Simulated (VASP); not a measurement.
# TaN (P-6m2) in VASP: a series of runs, part 2 of 2

VASP 6.6.1. The steps go on from the part before.

## Step 3: Electric field gradients, r2SCAN (10.60 Å³/atom)

This run uses another cell than the first one, of 10.60 Å³/atom.

File POSCAR:

```
TaN
1.0
    2.9202104280      0.0000000000      0.0000000000
   -1.4601052140      2.5289764151      0.0000000000
    0.0000000000      0.0000000000      2.8707773473
Ta N
1 1
Direct
    0.0000000000      0.0000000000      0.5000000000
    0.6666666667      0.3333333333      0.0000000000
```

File INCAR.step1:

```
  PREC = Accurate
  ENCUT = 580
  ISMEAR = -1
  SIGMA = 0.05
  LREAL = F
  LASPH = T
  NELM = 120
  NBANDS = 16
  GGA = PE
  ALGO = Normal
  EDIFF = 1E-5
  LWAVE = T
  LCHARG = F
  GGA_COMPAT = F
```

File INCAR.step2:

```
  PREC = Accurate
  ENCUT = 580
  EDIFF = 1E-8
  ISMEAR = -1
  SIGMA = 0.05
  LREAL = F
  LASPH = T
  NELM = 120
  ALGO = Normal
  ISIF = 2
  LWAVE = F
  LCHARG = F
  METAGGA = R2SCAN
  LMIXTAU = T
  LEFG = T
  NBANDS = 16
  ISTART = 1
  GGA_COMPAT = F
```

File KPOINTS:

```
regular mesh
0
Gamma
  13 13 11
```

Potentials or basis: VASP PAW PBE potentials, release 64 (Ta_sv_GW, N).

Command:

```console
> cat potpaw_PBE.64/Ta_sv_GW/POTCAR potpaw_PBE.64/N/POTCAR > POTCAR
> cp INCAR.step1 INCAR
> mpirun -np 1 vasp_std > vasp.out
> cp INCAR.step2 INCAR
> mpirun -np 1 vasp_std > vasp.out
```

OUTCAR:

```text
PREC = Accurate
   ENCUT = 580
   EDIFF = 1E-8
   ISMEAR = -1
   LREAL = F
   LASPH = T
   NELM = 120
   ISIF = 2
   METAGGA = R2SCAN
   ISTART = 1

 ion  position               nearest neighbor table
   1  0.000  0.000  0.500-   2 2.21   2 2.21   2 2.21   2 2.21   2 2.21   2 2.21
   2  0.667  0.333  0.000-   1 2.21   1 2.21   1 2.21   1 2.21   1 2.21   1 2.21

  LATTYP: Found a hexagonal cell.
 ALAT       =     2.9202104280
 C/A-ratio  =     0.9830720827

  Lattice vectors:

 A1 = (   2.9202104280,   0.0000000000,   0.0000000000)
 A2 = (  -1.4601052140,   2.5289764151,   0.0000000000)
 A3 = (   0.0000000000,   0.0000000000,   2.8707773473)

Analysis of symmetry for initial positions (statically):
=====================================================================
 Subroutine PRICEL returns:
 Original cell was already a primitive cell.

 Routine SETGRP: Setting up the symmetry group for a
 hexagonal supercell.

 Subroutine GETGRP returns: Found 12 space group operations
 (whereof 12 operations were pure point group operations)
 out of a pool of 24 trial point group operations.

The static configuration has the point symmetry D_3h.

Analysis of symmetry for dynamics (positions and initial velocities):
=====================================================================
 Subroutine PRICEL returns:
 Original cell was already a primitive cell.

 Routine SETGRP: Setting up the symmetry group for a
 hexagonal supercell.

 Subroutine GETGRP returns: Found 12 space group operations
 (whereof 12 operations were pure point group operations)
 out of a pool of 24 trial point group operations.

[... 159 lines left out ...]
      3     -23.1719      2.00000
      4     -23.1719      2.00000
      5      -6.2621      2.00000
      6       7.7680      2.00000
[... 433 lines left out ...]
      3     -23.4205      2.00000
      4     -23.2208      2.00000
      5      -5.6368      2.00000
      6       6.6523      2.00000
[... 8 lines left out ...]
     15      26.4125      0.00000
     16      30.6060      0.00000

 [... further k-points ...]

------------------------ aborting loop because EDIFF is reached ----------------------------------------

  FORCE on cell =-STRESS in cart. coord.  units (eV):
  Direction    XX          YY          ZZ          XY          YZ          ZX
  --------------------------------------------------------------------------------------
  -------------------------------------------------------------------------------------
  Total        0.7374512      0.7374512      0.7928921      0.0000000      0.0000000     -0.0000000
  in kB       55.7295359     55.7295359     59.9192330      0.0000000      0.0000000     -0.0000000
  external PRESSURE =      57.1261016 kB  Pullay stress =       0.0000000 kB

 VOLUME and BASIS-vectors are now :
 -----------------------------------------------------------------------------
  energy-cutoff  :      580.00
  volume of cell :       21.20
      direct lattice vectors                 reciprocal lattice vectors
     2.920210428  0.000000000  0.000000000     0.342441076  0.197708447  0.000000000
    -1.460105214  2.528976415  0.000000000     0.000000000  0.395416894  0.000000000
     0.000000000  0.000000000  2.870777347     0.000000000  0.000000000  0.348337708

 POSITION                                       TOTAL-FORCE (eV/Angst)
 -----------------------------------------------------------------------------------
      0.00000      0.00000      1.43539        -0.000000      0.000000      0.000000
      1.46011      0.84299      0.00000         0.000000      0.000000      0.000000
 -----------------------------------------------------------------------------------
    total drift:                               -0.000000      0.000000      0.000000

  FREE ENERGIE OF THE ION-ELECTRON SYSTEM (eV)
  ---------------------------------------------------
  free  energy   TOTEN  =       -62.9542213159 eV

  energy  without entropy=      -62.9538287118  energy(sigma->0) =      -62.95402501

 Electric field gradients (V/A^2)
---------------------------------------------------------------------
 ion       V_xx      V_yy      V_zz      V_xy      V_xz      V_yz
---------------------------------------------------------------------
   1     -10.579   -10.579    21.159    -0.000    -0.000     0.000
   2      -0.167    -0.166     0.333     0.001     0.000    -0.000
---------------------------------------------------------------------

 Electric field gradients after diagonalization (V/A^2)
 (convention: |V_zz| > |V_xx| > |V_yy|)
----------------------------------------------------------------------
 ion       V_xx      V_yy      V_zz     asymmetry (V_yy - V_xx)/ V_zz
----------------------------------------------------------------------
   1     -10.579   -10.579    21.159       0.000
   2      -0.168    -0.166     0.333       0.006
----------------------------------------------------------------------

           NMR quadrupolar parameters

 Cq : quadrupolar parameter    Cq=e*Q*V_zz/h
 eta: asymmetry parameters     (V_yy - V_xx)/ V_zz
 Q  : nuclear electric quadrupole moment in mb (millibarn)
----------------------------------------------------------------------
 ion       Cq(MHz)       eta       Q (mb)
----------------------------------------------------------------------
   1       0.051       0.000       1.000
   2       0.001       0.006       1.000
----------------------------------------------------------------------
```

Wall time 81 s (1 thread of Intel Xeon 6975P-C (Granite Rapids), shared host); peak memory 0.19 GiB.

What came out:

```
Free energy                             : -62.9542 eV
Pressure                                : 5.7 GPa
Band gap on the k mesh                  : zero (bands 9 and 10 overlap by 0.21 eV)
Largest electric field gradient by atom : Ta +21.2; N +0.3 V/Å²
```

Levels at points of the mesh, in eV from the Fermi level:
```csv
k point,band 7,band 8,band 9,band 10,band 11,band 12
"(0.00, 0.00, 0.00)",-4.90,-4.48,-3.21,2.58,3.79,3.79
```

Electric field gradients, principal values (V/Å²):
| atom | least | middle | greatest (by size) |
| --- | --- | --- | --- |
| 1 Ta | -10.579 | -10.579 | 21.159 |
| 2 N | -0.166 | -0.168 | 0.333 |

Caveat: the cell stands under pressure; without QUAD_EFG the Cq values of the log hold for a quadrupole moment of 1 mb, not for the nuclei; the PAW data sets were made with another functional, which shifts forces and pressure a little; spin-orbit coupling is left out, which moves the levels of the heavy elements.

## Step 4: Electric field gradients, r2SCAN (11.03 Å³/atom)

This run uses another cell than the first one, of 11.03 Å³/atom.

File POSCAR:

```
TaN
1.0
    2.9594125613      0.0000000000      0.0000000000
   -1.4797062806      2.5629264584      0.0000000000
    0.0000000000      0.0000000000      2.9093158701
Ta N
1 1
Direct
    0.0000000000      0.0000000000      0.5000000000
    0.6666666667      0.3333333333      0.0000000000
```

File INCAR.step1:

```
SYSTEM = TaN
PREC = Accurate ; ENCUT = 580
ISMEAR = -1 ; SIGMA = 0.05
LREAL = .False. ; LASPH = .True.
NELM = 120 ; NBANDS = 16
GGA = PE ; ALGO = Normal
EDIFF = 1E-5 ; LWAVE = .True.
LCHARG = .False. ; GGA_COMPAT = .False.
```

File INCAR.step2:

```
SYSTEM = TaN
PREC = Accurate ; ENCUT = 580
EDIFF = 1E-8 ; ISMEAR = -1
SIGMA = 0.05 ; LREAL = .False.
LASPH = .True. ; NELM = 120
ALGO = Normal ; ISIF = 2
LWAVE = .False. ; LCHARG = .False.
METAGGA = R2SCAN ; LMIXTAU = .True.
LEFG = .True. ; NBANDS = 16
ISTART = 1 ; GGA_COMPAT = .False.
```

File KPOINTS:

```
Automatic mesh
0
Gamma
  13 13 11
  0 0 0
```

Potentials or basis: VASP PAW PBE potentials, release 64 (Ta_sv_GW, N).

Command:

```console
> cat potpaw_PBE.64/Ta_sv_GW/POTCAR potpaw_PBE.64/N/POTCAR > POTCAR
> cp INCAR.step1 INCAR
> mpirun -np 1 vasp_std > vasp.out
> cp INCAR.step2 INCAR
> mpirun -np 1 vasp_std > vasp.out
```

OUTCAR:

```text
SYSTEM = TaN
   PREC = Accurate
   ENCUT = 580
   EDIFF = 1E-8
   ISMEAR = -1
   LREAL = .False.
   LASPH = .True.
   NELM = 120
   ISIF = 2
   METAGGA = R2SCAN
   ISTART = 1

 ion  position               nearest neighbor table
   1  0.000  0.000  0.500-   2 2.24   2 2.24   2 2.24   2 2.24   2 2.24   2 2.24
   2  0.667  0.333  0.000-   1 2.24   1 2.24   1 2.24   1 2.24   1 2.24   1 2.24

  LATTYP: Found a hexagonal cell.
 ALAT       =     2.9594125613
 C/A-ratio  =     0.9830720827

  Lattice vectors:

 A1 = (   2.9594125613,   0.0000000000,   0.0000000000)
[... 670 lines left out ...]
  free  energy   TOTEN  =       -62.9466553637 eV

  energy  without entropy=      -62.9462423123  energy(sigma->0) =      -62.94644884

 Electric field gradients (V/A^2)
---------------------------------------------------------------------
 ion       V_xx      V_yy      V_zz      V_xy      V_xz      V_yz
---------------------------------------------------------------------
   1     -12.817   -12.817    25.634     0.000     0.000     0.000
   2      -0.475    -0.474     0.948     0.001     0.000     0.000
---------------------------------------------------------------------

 Electric field gradients after diagonalization (V/A^2)
 (convention: |V_zz| > |V_xx| > |V_yy|)
----------------------------------------------------------------------
 ion       V_xx      V_yy      V_zz     asymmetry (V_yy - V_xx)/ V_zz
----------------------------------------------------------------------
   1     -12.818   -12.817    25.634       0.000
   2      -0.475    -0.473     0.948       0.003
----------------------------------------------------------------------

           NMR quadrupolar parameters

 Cq : quadrupolar parameter    Cq=e*Q*V_zz/h
 eta: asymmetry parameters     (V_yy - V_xx)/ V_zz
 Q  : nuclear electric quadrupole moment in mb (millibarn)
----------------------------------------------------------------------
 ion       Cq(MHz)       eta       Q (mb)
----------------------------------------------------------------------
   1       0.062       0.000       1.000
   2       0.002       0.003       1.000
----------------------------------------------------------------------
```

Run time: 2.6 min. Hardware: 1 thread of AMD EPYC 9R45 (Zen 5), shared host; peak memory 0.16 GiB.

Results:

* Free energy: -62.9467 eV
* Pressure: -8.5 GPa
* Band gap on the k mesh: zero (bands 9 and 10 overlap by 0.20 eV)
* Largest electric field gradient by atom: Ta +25.6; N +0.9 V/Å²

Levels at points of the mesh, in eV from the Fermi level:
```
           k point  band 7  band 8  band 9  band 10  band 11  band 12
(0.00, 0.00, 0.00)   -4.72   -4.30   -3.16     2.28     3.60     3.60
```

Electric field gradients, principal values (V/Å²):
| atom | least | middle | greatest (by size) |
| --- | --- | --- | --- |
| 1 Ta | -12.817 | -12.818 | 25.634 |
| 2 N | -0.473 | -0.475 | 0.948 |

Caveat: the cell stands under tension; without QUAD_EFG the Cq values of the log hold for a quadrupole moment of 1 mb, not for the nuclei; the PAW data sets were made with another functional, which shifts forces and pressure a little; spin-orbit coupling is left out, which moves the levels of the heavy elements.

## Step 5: Summary

```csv
cell,gap on the mesh (eV),pressure (GPa)
"a = 2.998, b = 2.998, c = 2.947 Å, angles 90.0, 90.0, 120.0°, 2 atoms",none,-20.1
"a = 2.920, b = 2.920, c = 2.871 Å, angles 90.0, 90.0, 120.0°, 2 atoms",none,5.7
"a = 2.959, b = 2.959, c = 2.909 Å, angles 90.0, 90.0, 120.0°, 2 atoms",none,-8.5
```

Alike in all rows: task electric field gradients; level r2SCAN; potentials or basis VASP PAW PBE potentials, release 64 (Ta_sv_GW, N); no spin polarisation; k mesh 13 × 13 × 11; cutoff (eV) 580; smearing fermi-dirac 0.05 eV.

Caveats: the PAW data sets were made with another functional, which shifts forces and pressure a little; spin-orbit coupling is left out, which moves the levels of the heavy elements; the cell stands under tension (at least some runs); the cell stands under pressure (at least some runs).

Total energies depend on the potentials used, so only differences within one code and one set of settings carry meaning.
